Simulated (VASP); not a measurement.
# Na4TmSb (P4/mmm) in VASP: relaxation of cell and atoms with PBE

Aim: the relaxation of cell and atoms of Na4TmSb with PBE.

Everything below comes from runs of VASP 6.6.1. Logs are shortened: lines on timing, memory, paths and dates and some standing lists are left out, and cuts for length are marked.

### 1 The cell of the first run

It takes space group P4/mmm (No. 123, tetragonal). Conventional cell: a = 5.087 Å, b = 5.087 Å, c = 9.250 Å, α = 90.00°, β = 90.00°, γ = 90.00°. Na (site symmetry 2mm) has 2 Sb at 3.08 Å and 5 Na at 3.47 to 3.60 Å and 2 Tm at 3.85 Å within 4.1 Å. Tm (site symmetry 4/mmm) has 8 Na at 3.85 Å and 4 Tm at 5.09 Å within 5.1 Å. Sb (site symmetry 4/mmm) has 8 Na at 3.08 Å within 4.1 Å.

The cell was built from a structure type or drawn by symmetry, and may not be a known phase.

### 2 Relaxation of cell and atoms, PBE

Input file INCAR:

```
PREC = Accurate ; ENCUT = 500
EDIFF = 1E-7 ; ISMEAR = 0
SIGMA = 0.1 ; LREAL = False
LASPH = True ; NELM = 200
ALGO = Normal ; ISIF = 3
LWAVE = False ; LCHARG = False
GGA = PE ; IBRION = 2
NSW = 100 ; EDIFFG = -0.01
GGA_COMPAT = False ; NELMIN = 4
LMAXMIX = 6
```

Input file KPOINTS:

```
regular mesh
0
Gamma
  8 8 4
```

Input file POSCAR:

```
Na4TmSb
1.0
    5.0871731846      0.0000000000      0.0000000000
    0.0000000000      5.0871731846      0.0000000000
    0.0000000000      0.0000000000      9.2500485228
Na Tm Sb
4 1 1
Direct
    0.5000000000      0.0000000000      0.1878162994
    0.5000000000      0.0000000000      0.8121837006
    0.0000000000      0.5000000000      0.8121837006
    0.0000000000      0.5000000000      0.1878162994
    0.0000000000      0.0000000000      0.5000000000
    0.5000000000      0.5000000000      0.0000000000
```

Potentials or basis: VASP PAW PBE potentials, release 64 (Na_pv, Tm_3, Sb), 4f in core.

On the command line:

```sh
$ cat potpaw_PBE.64/Na_pv/POTCAR potpaw_PBE.64/Tm_3/POTCAR potpaw_PBE.64/Sb/POTCAR > POTCAR
$ mpirun -np 1 vasp_std > vasp.out
```

OUTCAR:

```text
PREC = Accurate
   ENCUT = 500
   EDIFF = 1E-7
   ISMEAR = 0
   LREAL = False
   LASPH = True
   NELM = 200
   ISIF = 3
   GGA = PE
   IBRION = 2
   NSW = 100
   EDIFFG = -0.01
   NELMIN = 4

 ion  position               nearest neighbor table
   1  0.500  0.000  0.188-   6 3.08   6 3.08
   2  0.500  0.000  0.812-   6 3.08   6 3.08
   3  0.000  0.500  0.812-   6 3.08   6 3.08
   4  0.000  0.500  0.188-   6 3.08   6 3.08
   5  0.000  0.000  0.500-
   6  0.500  0.500  0.000-   1 3.08   2 3.08   3 3.08   4 3.08   1 3.08   2 3.08   3 3.08   4 3.08

  LATTYP: Found a simple tetragonal cell.
 ALAT       =     5.0871731846
 C/A-ratio  =     1.8183081619

  Lattice vectors:

 A1 = (   5.0871731846,   0.0000000000,   0.0000000000)
 A2 = (   0.0000000000,   5.0871731846,   0.0000000000)
 A3 = (   0.0000000000,   0.0000000000,   9.2500485228)

Analysis of symmetry for initial positions (statically):
=====================================================================
 Subroutine PRICEL returns:
 Original cell was already a primitive cell.

 Routine SETGRP: Setting up the symmetry group for a
 simple tetragonal supercell.

 Subroutine GETGRP returns: Found 16 space group operations
 (whereof 16 operations were pure point group operations)
 out of a pool of 16 trial point group operations.

The static configuration has the point symmetry D_4h.

Analysis of symmetry for dynamics (positions and initial velocities):
=====================================================================
 Subroutine PRICEL returns:
 Original cell was already a primitive cell.

 Routine SETGRP: Setting up the symmetry group for a
 simple tetragonal supercell.

 Subroutine GETGRP returns: Found 16 space group operations
 (whereof 16 operations were pure point group operations)
 out of a pool of 16 trial point group operations.

The dynamic configuration has the point symmetry D_4h.

 Subroutine INISYM returns: Found 16 space group operations
 (whereof 16 operations are pure point group operations),
 and found     1 'primitive' translations

----------------------------------------------------------------------------------------

                                     Primitive cell

  volume of cell :     239.3851

  direct lattice vectors                    reciprocal lattice vectors
     5.087173185  0.000000000  0.000000000     0.196572824  0.000000000  0.000000000
     0.000000000  5.087173185  0.000000000     0.000000000  0.196572824  0.000000000
     0.000000000  0.000000000  9.250048523     0.000000000  0.000000000  0.108107541

  length of vectors
     5.087173185  5.087173185  9.250048523     0.196572824  0.196572824  0.108107541

  position of ions in fractional coordinates (direct lattice)
     0.500000000  0.000000000  0.187816299
     0.500000000  0.000000000  0.812183701
     0.000000000  0.500000000  0.812183701
     0.000000000  0.500000000  0.187816299
     0.000000000  0.000000000  0.500000000
     0.500000000  0.500000000  0.000000000

  ion indices of the primitive-cell ions
   primitive index   ion index
                 1           1
                 2           2
                 3           3
                 4           4
                 5           5
                 6           6

----------------------------------------------------------------------------------------

 KPOINTS: regular mesh

Automatic generation of k-mesh.
 Grid dimensions read from file:
 generate k-points for:    8    8    4

 Generating k-lattice:

  Cartesian coordinates                     Fractional coordinates (reciprocal lattice)
     0.024571603  0.000000000  0.000000000     0.125000000  0.000000000  0.000000000
     0.000000000  0.024571603  0.000000000     0.000000000  0.125000000  0.000000000
     0.000000000  0.000000000  0.027026885     0.000000000  0.000000000  0.250000000

  Length of vectors
     0.024571603  0.024571603  0.027026885

  Shift w.r.t. Gamma in fractional coordinates (k-lattice)
     0.000000000  0.000000000  0.000000000

 Subroutine IBZKPT returns following result:
 ===========================================

 Found     45 irreducible k-points:

 Following reciprocal coordinates:
            Coordinates               Weight
  0.000000  0.000000  0.000000      1.000000
  0.125000  0.000000  0.000000      4.000000
  0.250000  0.000000  0.000000      4.000000
  0.375000  0.000000  0.000000      4.000000
  0.500000  0.000000  0.000000      2.000000
  0.125000  0.125000  0.000000      4.000000
[... 16 lines left out ...]
  0.375000  0.125000  0.250000     16.000000
  0.500000  0.125000  0.250000      8.000000
 [... further k-points ...]
   k-points           NKPTS =     45   k-points in BZ     NKDIM =     45   number of bands    NBANDS=     25
   number of dos      NEDOS =    301   number of ions     NIONS =      6
   total plane-waves  NPLWV = 112000
   dimension x,y,z NGX =    40 NGY =   40 NGZ =   70
   dimension x,y,z NGXF=    80 NGYF=   80 NGZF=  140
   ions per type =               4   1   1
   NGX,Y,Z   is equivalent  to a cutoff of  13.07, 13.07, 12.58 a.u.
   NGXF,Y,Z  is equivalent  to a cutoff of  26.14, 26.14, 25.16 a.u.
 SYSTEM =  unknown system
   PREC   = accura    normal or accurate (medium, high low for compatibility)
   ISTART =      0    job   : 0-new  1-cont  2-samecut
   ICHARG =      2    charge: 1-file 2-atom 10-const
   ISPIN  =      1    spin polarized calculation?
   LNONCOLLINEAR =      F non collinear calculations
   LSORBIT =      F    spin-orbit coupling
   LASPH  =      T    aspherical Exc in radial PAW
   ENCUT  =  500.0 eV  36.75 Ry    6.06 a.u.   9.28  9.28 16.86*2*pi/ulx,y,z
   NELM   =    200;   NELMIN=  4; NELMDL= -5     # of ELM steps
   EDIFF  = 0.1E-06   stopping-criterion for ELM
   LREAL  =      F    real-space projection
   EDIFFG = -.1E-01   stopping-criterion for IOM
   NSW    =    100    number of steps for IOM
   IBRION =      2    ionic relax: 0-MD 1-quasi-New 2-CG
   NFREE  =      1    steps in history (QN), initial steepest desc. (CG)
   ISIF   =      3    stress and relaxation
   ISYM   =      2    0-nonsym 1-usesym 2-fastsym
   POTIM  = 0.5000    time-step for ionic-motion
   TEBEG  =    0.0;   TEEND  =   0.0 temperature during run
   PSTRESS=    0.0 pullay stress
   NELECT =      42.0000    total number of electrons
   NUPDOWN=      -1.0000    fix difference up-down
   EMIN   =  10.00;   EMAX   =-10.00  energy-range for DOS
   EFERMI =   0.00;   METHOD = LEGACY
   ISMEAR =     0;   SIGMA  =   0.10  broadening in eV -4-tet -1-fermi 0-gaus
   EFERMI_NEDOS =   21; number of points for ismear=-14 and -15
   IALGO  =     38    algorithm
   IMIX   =      4    mixing-type and parameters
     AMIX     =   0.40;   BMIX     =  1.00
     AMIX_MAG =   1.60;   BMIX_MAG =  1.00
  volume/ion in A,a.u.               =      39.90       269.24
  Fermi-wavevector in a.u.,A,eV,Ry     =   0.916485  1.731906 11.428153  0.839946
  Thomas-Fermi vector in A             =   2.041346
   LORBIT       =      0    0 simple, 1 ext, 2 COOP (PROOUT), +10 PAW based schemes
   GGA     = PE    functional components
   LHFCALC =     F    Hartree Fock is set to
   AEXX    =    0.0000 exact exchange contribution
   IVDW    =     0    specifies the selected vdW correction
   LEPSILON=     F    determine dielectric tensor
   LRPA    =     F    only Hartree local field effects (RPA)
 conjugate gradient relaxation of ions
 non-spin polarized calculation
 Gauss-broadening in eV      SIGMA  =   0.10
  energy-cutoff  :      500.00
  volume of cell :      239.39
 maximum number of plane-waves:      6098
 NGX is ok and might be reduce to    40
   NGX = 19   NGY = 19   NGZ = 33

--------------------------------------- Ionic step        1  -------------------------------------------

 number of electron      41.9999980 magnetization

 Free energy of the ion-electron system (eV)
  ---------------------------------------------------
  ext. energy  EPLUGINS =         0.00000000
  ---------------------------------------------------
  free energy    TOTEN  =       -12.18981391 eV

  energy without entropy =      -12.14704634  energy(sigma->0) =      -12.16843013

------------------------ aborting loop because EDIFF is reached ----------------------------------------

  FORCE on cell =-STRESS in cart. coord.  units (eV):
  Direction    XX          YY          ZZ          XY          YZ          ZX
  --------------------------------------------------------------------------------------
  -------------------------------------------------------------------------------------
  Total       -0.1193340     -0.1193340      0.0259069      0.0000000      0.0000000      0.0000000
  in kB       -0.7986893     -0.7986893      0.1733921      0.0000000      0.0000000      0.0000000
  external PRESSURE =      -0.4746622 kB  Pullay stress =       0.0000000 kB

 VOLUME and BASIS-vectors are now :
 -----------------------------------------------------------------------------
  energy-cutoff  :      500.00
  volume of cell :      239.39
      direct lattice vectors                 reciprocal lattice vectors
     5.087173185  0.000000000  0.000000000     0.196572824  0.000000000  0.000000000
     0.000000000  5.087173185  0.000000000     0.000000000  0.196572824  0.000000000
     0.000000000  0.000000000  9.250048523     0.000000000  0.000000000  0.108107541
[... 121 lines left out ...]
 POSITION                                       TOTAL-FORCE (eV/Angst)
 -----------------------------------------------------------------------------------
      2.53372      0.00000      1.73904        -0.000000     -0.000000     -0.003753
      2.53372      0.00000      7.53228         0.000000      0.000000      0.003753
      0.00000      2.53372      7.53228         0.000000     -0.000000      0.003753
      0.00000      2.53372      1.73904        -0.000000     -0.000000     -0.003753
      0.00000      0.00000      4.63566        -0.000000     -0.000000      0.000000
      2.53372      2.53372     -0.00000        -0.000000     -0.000000      0.000000
 -----------------------------------------------------------------------------------
    total drift:                               -0.000000      0.000000      0.000000

  FREE ENERGIE OF THE ION-ELECTRON SYSTEM (eV)
  ---------------------------------------------------
  free  energy   TOTEN  =       -12.1904017922 eV

  energy  without entropy=      -12.1479161510  energy(sigma->0) =      -12.16915897

--------------------------------------- Ionic step        5  -------------------------------------------

 number of electron      41.9999964 magnetization

 Free energy of the ion-electron system (eV)
  ---------------------------------------------------
  ext. energy  EPLUGINS =         0.00000000
  ---------------------------------------------------
  free energy    TOTEN  =       -12.19052305 eV

  energy without entropy =      -12.14799347  energy(sigma->0) =      -12.16925826

 E-fermi :   0.9361     XC(G=0):  -6.9894

 val. band max:        0.9346015466   @ k =   0.2500   0.1250   0.5000
 cond. band min:       0.9443913923   @ k =   0.5000   0.5000   0.2500
 fundamental gap:      0.0097898457
 Fermi energy:         0.9360869479

 k-point     1 :       0.0000    0.0000    0.0000
  band No.  band energies     occupation
      1     -26.8813      2.00000
      2     -26.8756      2.00000
      3     -26.8756      2.00000
      4     -23.4519      2.00000
      5     -23.4519      2.00000
      6     -23.4498      2.00000
[... 17 lines left out ...]
     24       1.6554      0.00000
     25       1.6554      0.00000
[... 621 lines left out ...]
      3     -26.8758      2.00000
      4     -23.4555      2.00000
      5     -23.4534      2.00000
      6     -23.4429      2.00000
[... 17 lines left out ...]
     24       1.3244      0.00000
     25       1.7700      0.00000

 [... further k-points ...]

------------------------ aborting loop because EDIFF is reached ----------------------------------------

  FORCE on cell =-STRESS in cart. coord.  units (eV):
  Direction    XX          YY          ZZ          XY          YZ          ZX
  --------------------------------------------------------------------------------------
  -------------------------------------------------------------------------------------
  Total        0.0122569      0.0122569     -0.0031742      0.0000000      0.0000000      0.0000000
  in kB        0.0823757      0.0823757     -0.0213327      0.0000000      0.0000000      0.0000000
  external PRESSURE =       0.0478062 kB  Pullay stress =       0.0000000 kB

 VOLUME and BASIS-vectors are now :
 -----------------------------------------------------------------------------
  energy-cutoff  :      500.00
  volume of cell :      238.39
      direct lattice vectors                 reciprocal lattice vectors
     5.062380762  0.000000000  0.000000000     0.197535517  0.000000000  0.000000000
     0.000000000  5.062380762 -0.000000000     0.000000000  0.197535517  0.000000000
     0.000000000  0.000000000  9.302165518     0.000000000  0.000000000  0.107501850

 POSITION                                       TOTAL-FORCE (eV/Angst)
 -----------------------------------------------------------------------------------
      2.53119      0.00000      1.74373        -0.000000      0.000000     -0.007133
      2.53119      0.00000      7.55844         0.000000     -0.000000      0.007133
      0.00000      2.53119      7.55844         0.000000      0.000000      0.007133
      0.00000      2.53119      1.74373        -0.000000      0.000000     -0.007133
      0.00000      0.00000      4.65108         0.000000      0.000000      0.000000
      2.53119      2.53119     -0.00000         0.000000      0.000000      0.000000
 -----------------------------------------------------------------------------------
    total drift:                               -0.000000     -0.000000      0.000000

  FREE ENERGIE OF THE ION-ELECTRON SYSTEM (eV)
  ---------------------------------------------------
  free  energy   TOTEN  =       -12.1905230460 eV

  energy  without entropy=      -12.1479934721  energy(sigma->0) =      -12.16925826

 reached required accuracy - stopping structural energy minimisation
```

It took 7.2 min on 1 thread of Intel Xeon 6975P-C (Granite Rapids), shared host; peak memory 0.51 GiB.

What came out:

| Quantity | Value |
| --- | --- |
| Free energy | -12.1905 eV |
| Relaxed volume | 39.73 Å³/atom |
| Relaxed cell | a = 5.062 Å, b = 5.062 Å, c = 9.302 Å, α = 90.00°, β = 90.00°, γ = 90.00° |
| Space group after relaxing (to 0.1 Å) | P4/mmm (No. 123) |
| Energy gained by relaxing | 0.1 meV/atom |
| Ionic steps | 5 |
| Pressure after relaxing | 0.0 GPa |
| Largest force after relaxing | 0.007 eV/Å |
| Band gap on the k mesh | zero (bands 21 and 22 overlap by 0.32 eV) |

Forces in eV/Å, atoms in the order of the input:
```
Na   0.000  0.000 -0.007
Na   0.000  0.000  0.007
Na   0.000  0.000  0.007
Na   0.000  0.000 -0.007
Tm   0.000  0.000  0.000
Sb   0.000  0.000  0.000
```

Step by step:
```tsv
step	energy change (eV)	largest force (eV/Å)	pressure (GPa)	volume (Å³)
1	0.0000	0.0102	-0.05	239.39
2	-0.0002	0.0080	-0.03	238.98
3	-0.0004	0.0022	0.03	237.93
4	-0.0006	0.0038	0.02	238.08
5	-0.0007	0.0071	0.00	238.39
```

Final structure:
```cif
data_structure
_symmetry_space_group_name_H-M 'P 1'
_symmetry_Int_Tables_number 1
_cell_length_a 5.0624
_cell_length_b 5.0624
_cell_length_c 9.3022
_cell_angle_alpha 90.000
_cell_angle_beta 90.000
_cell_angle_gamma 90.000
_cell_volume 238.39
loop_
_atom_site_label
_atom_site_type_symbol
_atom_site_fract_x
_atom_site_fract_y
_atom_site_fract_z
_atom_site_occupancy
Na1 Na 0.50000 0.00000 0.18745 1
Na2 Na 0.50000 0.00000 0.81255 1
Na3 Na 0.00000 0.50000 0.81255 1
Na4 Na 0.00000 0.50000 0.18745 1
Tm1 Tm 0.00000 0.00000 0.50000 1
Sb1 Sb 0.50000 0.50000 0.00000 1
```

Caveat: spin-orbit coupling is left out, which moves the levels of the heavy elements; the 4f electrons are frozen in the core, so they carry no moment and show no levels. Spin polarisation is off, so any magnetic state and its effect on volume and gap are missing.
